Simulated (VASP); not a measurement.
# Li2Se (Fm-3m) in VASP: notebook

Aim: see how the results for Li2Se move with the level of theory and the settings. Levels: r2SCAN+D3(BJ), r2SCAN. Tasks: single point.

Everything below comes from runs of VASP 6.6.1. Logs are shortened: lines on timing, memory, paths and dates and some standing lists are left out, and cuts for length are marked.

### 1 The cell of the first run

It takes space group Fm-3m (No. 225, cubic). Conventional cell: a = 5.989 Å, b = 5.989 Å, c = 5.989 Å, α = 90.00°, β = 90.00°, γ = 90.00°. Within 3.4 Å of Li (site symmetry -43m) lie 4 Se at 2.59 Å and 6 Li at 2.99 Å. Se (site symmetry m-3m) has 8 Li at 2.59 Å within 3.4 Å.

### 2 Single point, r2SCAN+D3(BJ) (17.90 Å³/atom)

POSCAR

```
Li2Se
1.0
    0.0000000000      2.9945373458      2.9945373458
    2.9945373458      0.0000000000      2.9945373458
    2.9945373458      2.9945373458      0.0000000000
Li Se
2 1
Direct
    0.2500000000      0.2500000000      0.2500000000
    0.7500000000      0.7500000000      0.7500000000
    0.0000000000      0.0000000000      0.0000000000
```

INCAR.step1

```
  ALGO = Normal
  EDIFF = 1E-5
  ENCUT = 830
  GGA = PE
  GGA_COMPAT = F
  ISMEAR = 0
  LASPH = T
  LCHARG = F
  LREAL = F
  LWAVE = T
  NBANDS = 13
  NELM = 120
  PREC = Accurate
  SIGMA = 0.05
```

INCAR.step2

```
  ALGO = Normal
  EDIFF = 1E-6
  ENCUT = 830
  GGA_COMPAT = F
  ISIF = 2
  ISMEAR = 0
  ISTART = 1
  IVDW = 12
  LASPH = T
  LCHARG = F
  LMIXTAU = T
  LREAL = F
  LWAVE = F
  METAGGA = R2SCAN
  NBANDS = 13
  NELM = 120
  PREC = Accurate
  SIGMA = 0.05
  VDW_A1 = 0.49484001
  VDW_A2 = 5.73083694
  VDW_S6 = 1.0
  VDW_S8 = 0.78981345
```

KPOINTS

```
k-points
0
Gamma
  8 8 8
```

Potentials or basis: VASP PAW PBE potentials, release 64 (Li_sv, Se).

The run is started by

```sh
$ cat potpaw_PBE.64/Li_sv/POTCAR potpaw_PBE.64/Se/POTCAR > POTCAR
$ cp INCAR.step1 INCAR
$ mpirun -np 1 vasp_std > vasp.out
$ cp INCAR.step2 INCAR
$ mpirun -np 1 vasp_std > vasp.out
```

OUTCAR:

```text
EDIFF = 1E-6
   ENCUT = 830
   ISIF = 2
   ISMEAR = 0
   ISTART = 1
   IVDW = 12
   LASPH = T
   LREAL = F
   METAGGA = R2SCAN
   NELM = 120
   PREC = Accurate
 IVDW          = 12

 ion  position               nearest neighbor table
   1  0.250  0.250  0.250-   3 2.59   3 2.59   3 2.59   3 2.59
   2  0.750  0.750  0.750-   3 2.59   3 2.59   3 2.59   3 2.59
   3  0.000  0.000  0.000-   2 2.59   2 2.59   2 2.59   1 2.59   2 2.59   1 2.59   1 2.59   1 2.59

  LATTYP: Found a face centered cubic cell.
 ALAT       =     5.9890746916

  Lattice vectors:

 A1 = (   0.0000000000,   2.9945373458,   2.9945373458)
 A2 = (   2.9945373458,   0.0000000000,   2.9945373458)
 A3 = (   2.9945373458,   2.9945373458,   0.0000000000)

Analysis of symmetry for initial positions (statically):
=====================================================================
 Subroutine PRICEL returns:
 Original cell was already a primitive cell.

 Routine SETGRP: Setting up the symmetry group for a
 face centered cubic supercell.

 Subroutine GETGRP returns: Found 48 space group operations
 (whereof 48 operations were pure point group operations)
 out of a pool of 48 trial point group operations.

The static configuration has the point symmetry O_h .

Analysis of symmetry for dynamics (positions and initial velocities):
=====================================================================
 Subroutine PRICEL returns:
 Original cell was already a primitive cell.

 Routine SETGRP: Setting up the symmetry group for a
 face centered cubic supercell.

 Subroutine GETGRP returns: Found 48 space group operations
 (whereof 48 operations were pure point group operations)
 out of a pool of 48 trial point group operations.

The dynamic configuration has the point symmetry O_h .

 Subroutine INISYM returns: Found 48 space group operations
 (whereof 48 operations are pure point group operations),
 and found     1 'primitive' translations

----------------------------------------------------------------------------------------

                                     Primitive cell

  volume of cell :      53.7056

  direct lattice vectors                    reciprocal lattice vectors
     0.000000000  2.994537346  2.994537346    -0.166970701  0.166970701  0.166970701
     2.994537346  0.000000000  2.994537346     0.166970701 -0.166970701  0.166970701
     2.994537346  2.994537346  0.000000000     0.166970701  0.166970701 -0.166970701

  length of vectors
     4.234915327  4.234915327  4.234915327     0.289201738  0.289201738  0.289201738

  position of ions in fractional coordinates (direct lattice)
     0.250000000  0.250000000  0.250000000
     0.750000000  0.750000000  0.750000000
     0.000000000  0.000000000  0.000000000

  ion indices of the primitive-cell ions
   primitive index   ion index
                 1           1
                 2           2
                 3           3

----------------------------------------------------------------------------------------

 KPOINTS: k-points

Automatic generation of k-mesh.
 Grid dimensions read from file:
 generate k-points for:    8    8    8

 Generating k-lattice:

  Cartesian coordinates                     Fractional coordinates (reciprocal lattice)
    -0.020871338  0.020871338  0.020871338     0.125000000  0.000000000  0.000000000
     0.020871338 -0.020871338  0.020871338     0.000000000  0.125000000  0.000000000
     0.020871338  0.020871338 -0.020871338     0.000000000  0.000000000  0.125000000

  Length of vectors
     0.036150217  0.036150217  0.036150217

  Shift w.r.t. Gamma in fractional coordinates (k-lattice)
     0.000000000  0.000000000  0.000000000

 Subroutine IBZKPT returns following result:
 ===========================================

 Found     29 irreducible k-points:

 Following reciprocal coordinates:
            Coordinates               Weight
  0.000000  0.000000  0.000000      1.000000
  0.125000  0.000000  0.000000      8.000000
  0.250000  0.000000  0.000000      8.000000
  0.375000  0.000000  0.000000      8.000000
  0.500000  0.000000  0.000000      4.000000
  0.125000  0.125000  0.000000      6.000000
[... 16 lines left out ...]
  0.500000  0.250000  0.125000     48.000000
 -0.375000  0.250000  0.125000     24.000000
 [... further k-points ...]
   k-points           NKPTS =     29   k-points in BZ     NKDIM =     29   number of bands    NBANDS=     13
   number of dos      NEDOS =    301   number of ions     NIONS =      3
   total plane-waves  NPLWV =  64000
   dimension x,y,z NGX =    40 NGY =   40 NGZ =   40
   dimension x,y,z NGXF=    80 NGYF=   80 NGZF=   80
   ions per type =               2   1
   NGX,Y,Z   is equivalent  to a cutoff of  15.70, 15.70, 15.70 a.u.
   NGXF,Y,Z  is equivalent  to a cutoff of  31.40, 31.40, 31.40 a.u.
 SYSTEM =  unknown system
   PREC   = accura    normal or accurate (medium, high low for compatibility)
   ISTART =      1    job   : 0-new  1-cont  2-samecut
   ICHARG =      0    charge: 1-file 2-atom 10-const
   ISPIN  =      1    spin polarized calculation?
   LNONCOLLINEAR =      F non collinear calculations
   LSORBIT =      F    spin-orbit coupling
   LASPH  =      T    aspherical Exc in radial PAW
   ENCUT  =  830.0 eV  61.00 Ry    7.81 a.u.   9.95  9.95  9.95*2*pi/ulx,y,z
   NELM   =    120;   NELMIN=  2; NELMDL=  0     # of ELM steps
   EDIFF  = 0.1E-05   stopping-criterion for ELM
   LREAL  =      F    real-space projection
   EDIFFG = 0.1E-04   stopping-criterion for IOM
   NSW    =      0    number of steps for IOM
   IBRION =     -1    ionic relax: 0-MD 1-quasi-New 2-CG
   NFREE  =      0    steps in history (QN), initial steepest desc. (CG)
   ISIF   =      2    stress and relaxation
   ISYM   =      2    0-nonsym 1-usesym 2-fastsym
   POTIM  = 0.5000    time-step for ionic-motion
   TEBEG  =    0.0;   TEEND  =   0.0 temperature during run
   PSTRESS=    0.0 pullay stress
   NELECT =      12.0000    total number of electrons
   NUPDOWN=      -1.0000    fix difference up-down
   EMIN   =  10.00;   EMAX   =-10.00  energy-range for DOS
   EFERMI =   0.00;   METHOD = LEGACY
   ISMEAR =     0;   SIGMA  =   0.05  broadening in eV -4-tet -1-fermi 0-gaus
   EFERMI_NEDOS =   21; number of points for ismear=-14 and -15
   IALGO  =     38    algorithm
   IMIX   =      4    mixing-type and parameters
     AMIX     =   0.40;   BMIX     =  1.00
     AMIX_MAG =   1.60;   BMIX_MAG =  1.00
  volume/ion in A,a.u.               =      17.90       120.81
  Fermi-wavevector in a.u.,A,eV,Ry     =   0.993411  1.877274 13.427112  0.986865
  Thomas-Fermi vector in A             =   2.125291
   LORBIT       =      0    0 simple, 1 ext, 2 COOP (PROOUT), +10 PAW based schemes
   METAGGA = R2SCAN    functional components
   LHFCALC =     F    Hartree Fock is set to
   AEXX    =    0.0000 exact exchange contribution
   IVDW    =    12    specifies the selected vdW correction
   LEPSILON=     F    determine dielectric tensor
   LRPA    =     F    only Hartree local field effects (RPA)
 non-spin polarized calculation
 Gauss-broadening in eV      SIGMA  =   0.05
  energy-cutoff  :      830.00
  volume of cell :       53.71
 maximum number of plane-waves:      2938
   NGX = 19   NGY = 19   NGZ = 19

 number of electron      12.0000003 magnetization

 Free energy of the ion-electron system (eV)
  ---------------------------------------------------
  ext. energy  EPLUGINS =         0.00000000
  ---------------------------------------------------
  free energy    TOTEN  =       -23.43926221 eV

  energy without entropy =      -23.43926221  energy(sigma->0) =      -23.43926221

 E-fermi :   1.0861     XC(G=0):  -8.6505

 val. band max:        0.7470893682   @ k =   0.0000   0.0000   0.0000
 cond. band min:       4.2053371288   @ k =   0.5000   0.5000   0.0000
 fundamental gap:      3.4582477605
 Fermi energy:         1.0860885670

 k-point     1 :       0.0000    0.0000    0.0000
  band No.  band energies     occupation
      1     -45.3975      2.00000
      2     -45.3739      2.00000
      3     -11.0433      2.00000
      4       0.7471      2.00000
      5       0.7471      2.00000
      6       0.7471      2.00000
      7       4.9185      0.00000
      8       7.0576      0.00000
      9       7.0576      0.00000
     10       7.0576      0.00000
     11      11.9504      0.00000
     12      11.9504      0.00000
     13      12.6746      0.00000

 k-point     2 :       0.1250    0.0000    0.0000
  band No.  band energies     occupation
      1     -45.3965      2.00000
      2     -45.3747      2.00000
      3     -10.9923      2.00000
      4       0.1211      2.00000
      5       0.6560      2.00000
      6       0.6560      2.00000
      7       5.3883      0.00000
      8       7.2952      0.00000
      9       7.2952      0.00000
     10       7.4417      0.00000
     11      10.8422      0.00000
     12      10.8422      0.00000
     13      12.7736      0.00000

 k-point     3 :       0.2500    0.0000    0.0000
  band No.  band energies     occupation
      1     -45.3938      2.00000
      2     -45.3771      2.00000
      3     -10.8626      2.00000
      4      -0.9901      2.00000
      5       0.4583      2.00000
      6       0.4583      2.00000
      7       6.0594      0.00000
      8       7.6015      0.00000
      9       7.6015      0.00000
     10       8.3770      0.00000
     11      10.5104      0.00000
     12      10.5104      0.00000
     13      13.1622      0.00000
[... 305 lines left out ...]
 k-point    23 :       0.5000    0.2500    0.1250
  band No.  band energies     occupation
      1     -45.3888      2.00000
      2     -45.3816      2.00000
      3     -10.6498      2.00000
      4      -1.6457      2.00000
      5      -0.5225      2.00000
      6      -0.0362      2.00000
      7       6.5360      0.00000
      8       7.4927      0.00000
      9       8.7814      0.00000
     10       9.2940      0.00000
     11      10.9016      0.00000
     12      13.0291      0.00000
     13      14.7768      0.00000

 k-point    24 :      -0.3750    0.2500    0.1250
  band No.  band energies     occupation
      1     -45.3851      2.00000
      2     -45.3851      2.00000
      3     -10.5999      2.00000
      4      -1.8712      2.00000
      5      -0.5508      2.00000
      6      -0.1823      2.00000
      7       6.7031      0.00000
      8       7.3109      0.00000
      9       9.1720      0.00000
     10       9.9183      0.00000
     11      11.0503      0.00000
     12      12.4676      0.00000
     13      14.3097      0.00000

 [... further k-points ...]

------------------------ aborting loop because EDIFF is reached ----------------------------------------

 Edisp (eV)   -0.37859

 E8    (eV) :    -0.1221

  FORCE on cell =-STRESS in cart. coord.  units (eV):
  Direction    XX          YY          ZZ          XY          YZ          ZX
  --------------------------------------------------------------------------------------
  -------------------------------------------------------------------------------------
  Total      -0.44795    -0.44795    -0.44795     0.00000     0.00000     0.00000
  in kB     -13.36343   -13.36343   -13.36343     0.00000     0.00000     0.00000
  external pressure =      -13.36 kB  Pullay stress =        0.00 kB

 VOLUME and BASIS-vectors are now :
 -----------------------------------------------------------------------------
  energy-cutoff  :      830.00
  volume of cell :       53.71
      direct lattice vectors                 reciprocal lattice vectors
     0.000000000  2.994537346  2.994537346    -0.166970701  0.166970701  0.166970701
     2.994537346  0.000000000  2.994537346     0.166970701 -0.166970701  0.166970701
     2.994537346  2.994537346  0.000000000     0.166970701  0.166970701 -0.166970701

 POSITION                                       TOTAL-FORCE (eV/Angst)
 -----------------------------------------------------------------------------------
      1.49727      1.49727      1.49727        -0.000000     -0.000000     -0.000000
      4.49181      4.49181      4.49181         0.000000      0.000000      0.000000
      0.00000      0.00000      0.00000        -0.000000      0.000000     -0.000000
 -----------------------------------------------------------------------------------
    total drift:                                0.000000     -0.000000      0.000000

  FREE ENERGIE OF THE ION-ELECTRON SYSTEM (eV)
  ---------------------------------------------------
  free  energy   TOTEN  =       -23.8178478698 eV

  energy  without entropy=      -23.8178478698  energy(sigma->0) =      -23.81784787
```

Wall time 1.9 min (1 thread of Intel Xeon Platinum 8488C (Sapphire Rapids), shared host); peak memory 0.28 GiB.

Results:

- Free energy: -23.8178 eV
- Pressure: -1.3 GPa
- Band gap on the k mesh: 3.46 eV (least direct gap 4.17 eV)
- Dispersion energy per atom: -0.126 eV

Levels at points of the mesh, in eV from the valence-band top:
```csv
k point,band 2,band 3,band 4,band 5,band 6,band 7,band 8,band 9,band 10,band 11
"(0.00, 0.00, 0.00)",-46.12,-11.79,0.00,0.00,0.00,4.17,6.31,6.31,6.31,11.20
"(0.50, 0.00, 0.00)",-46.13,-11.41,-2.92,-0.53,-0.53,5.98,6.60,6.60,8.64,12.66
"(0.50, 0.50, 0.00)",-46.13,-11.29,-2.27,-1.45,-1.45,3.46,6.99,11.37,11.37,12.65
```

Caveat: three body term missing; the PAW data sets were made with another functional, which shifts forces and pressure a little. r2SCAN opens gaps a little over a GGA but as a rule still falls short of measured ones.

### 3 Single point, r2SCAN+D3(BJ) (17.79 Å³/atom)

This run uses another cell than the first one, of 17.79 Å³/atom.

POSCAR

```
Li2Se
1.0
    0.0000000000      2.9883860716      2.9883860716
    2.9883860716      0.0000000000      2.9883860716
    2.9883860716      2.9883860716      0.0000000000
Li Se
2 1
Direct
    0.2500000000      0.2500000000      0.2500000000
    0.7500000000      0.7500000000      0.7500000000
    0.0000000000      0.0000000000      0.0000000000
```

INCAR.step1

```
PREC = Accurate
ENCUT = 830
ISMEAR = 0
SIGMA = 0.05
LREAL = F
LASPH = T
NELM = 120
NBANDS = 13
GGA = PE
ALGO = Normal
EDIFF = 1E-5
LWAVE = T
LCHARG = F
GGA_COMPAT = F
```

INCAR.step2

```
PREC = Accurate
ENCUT = 830
EDIFF = 1E-6
ISMEAR = 0
SIGMA = 0.05
LREAL = F
LASPH = T
NELM = 120
ALGO = Normal
ISIF = 2
LWAVE = F
LCHARG = F
METAGGA = R2SCAN
LMIXTAU = T
IVDW = 12
VDW_S6 = 1.0
VDW_S8 = 0.78981345
VDW_A1 = 0.49484001
VDW_A2 = 5.73083694
NBANDS = 13
ISTART = 1
GGA_COMPAT = F
```

KPOINTS

```
Automatic mesh
0
Gamma
  8 8 8
```

Potentials or basis: VASP PAW PBE potentials, release 64 (Li_sv, Se).

The run is started by

```sh
$ cat potpaw_PBE.64/Li_sv/POTCAR potpaw_PBE.64/Se/POTCAR > POTCAR
$ cp INCAR.step1 INCAR
$ mpirun -np 1 vasp_std > vasp.out
$ cp INCAR.step2 INCAR
$ mpirun -np 1 vasp_std > vasp.out
```

Run time: 1.9 min. Hardware: 1 thread of Intel Xeon Platinum 8488C (Sapphire Rapids), shared host; peak memory 0.28 GiB.

Results (log left out):

| Property | Result |
| --- | --- |
| Free energy | -23.8204 eV |
| Pressure | -1.1 GPa |
| Band gap on the k mesh | 3.45 eV (least direct gap 4.20 eV) |
| Dispersion energy per atom | -0.127 eV |

Levels at points of the mesh, in eV from the valence-band top:
```
           k point  band 4  band 5  band 6  band 7  band 8  band 9
(0.00, 0.00, 0.00)    0.00    0.00    0.00    4.20    6.31    6.31
(0.50, 0.00, 0.00)   -2.94   -0.53   -0.53    6.00    6.60    6.60
(0.50, 0.50, 0.00)   -2.28   -1.46   -1.46    3.45    7.01   11.41
```

Caveat: three body term missing; the PAW data sets were made with another functional, which shifts forces and pressure a little. r2SCAN opens gaps a little over a GGA but as a rule still falls short of measured ones.

### 4 Single point, r2SCAN

This run uses another cell than the first one, of 18.05 Å³/atom.

POSCAR

```
Li2Se
1.0
    0.0000000000      3.0024997683      3.0024997683
    3.0024997683      0.0000000000      3.0024997683
    3.0024997683      3.0024997683      0.0000000000
Li Se
2 1
Direct
    0.2500000000      0.2500000000      0.2500000000
    0.7500000000      0.7500000000      0.7500000000
    0.0000000000      0.0000000000      0.0000000000
```

INCAR.step1

```
SYSTEM = Li2Se
PREC     = Accurate       ! precision mode
ENCUT    = 830            ! plane-wave cutoff, eV
ISMEAR   = 0              ! smearing method
SIGMA    = 0.05           ! smearing width, eV
LREAL    = .False.        ! projectors in reciprocal space
LASPH    = .True.         ! aspherical terms in the spheres
NELM     = 120            ! most SCF steps
NBANDS   = 13             ! bands
GGA      = PE             ! functional
ALGO     = Normal         ! electronic algorithm
EDIFF    = 1E-5           ! SCF threshold, eV
LWAVE    = .True.         ! write WAVECAR
LCHARG   = .False.        ! write CHGCAR
GGA_COMPAT= .False.
```

INCAR.step2

```
SYSTEM = Li2Se
PREC     = Accurate       ! precision mode
ENCUT    = 830            ! plane-wave cutoff, eV
EDIFF    = 1E-6           ! SCF threshold, eV
ISMEAR   = 0              ! smearing method
SIGMA    = 0.05           ! smearing width, eV
LREAL    = .False.        ! projectors in reciprocal space
LASPH    = .True.         ! aspherical terms in the spheres
NELM     = 120            ! most SCF steps
ALGO     = Normal         ! electronic algorithm
ISIF     = 2              ! what is computed and relaxed
LWAVE    = .False.        ! write WAVECAR
LCHARG   = .True.         ! write CHGCAR
METAGGA  = R2SCAN         ! meta-GGA
LMIXTAU  = .True.       
LELF     = .True.         ! ELF
LVHAR    = .True.       
NBANDS   = 13             ! bands
ISTART   = 1            
GGA_COMPAT= .False.
```

KPOINTS

```
Automatic mesh
0
Gamma
  8 8 8
  0 0 0
```

The run is started by

```sh
$ cat potpaw_PBE.64/Li_sv/POTCAR potpaw_PBE.64/Se/POTCAR > POTCAR
$ cp INCAR.step1 INCAR
$ mpirun -np 1 vasp_std > vasp.out
$ cp INCAR.step2 INCAR
$ mpirun -np 1 vasp_std > vasp.out
```

Wall time 2.2 min (1 thread of Intel Xeon Platinum 8488C (Sapphire Rapids), shared host); peak memory 0.27 GiB.

It converged, with:

- Free energy: -23.4384 eV
- Pressure: -0.5 GPa
- Band gap on the k mesh: 3.46 eV (least direct gap 4.13 eV)

Levels at points of the mesh, in eV from the valence-band top:
```tsv
k point	band 2	band 3	band 4	band 5	band 6	band 7	band 8	band 9	band 10	band 11
(0.00, 0.00, 0.00)	-46.14	-11.77	0.00	0.00	0.00	4.13	6.31	6.31	6.31	11.18
(0.50, 0.00, 0.00)	-46.15	-11.39	-2.89	-0.52	-0.52	5.94	6.59	6.59	8.60	12.61
(0.50, 0.50, 0.00)	-46.14	-11.28	-2.25	-1.43	-1.43	3.46	6.97	11.31	11.31	12.56
```

Caveat: the PAW data sets were made with another functional, which shifts forces and pressure a little.

[end of part 1 of 2]
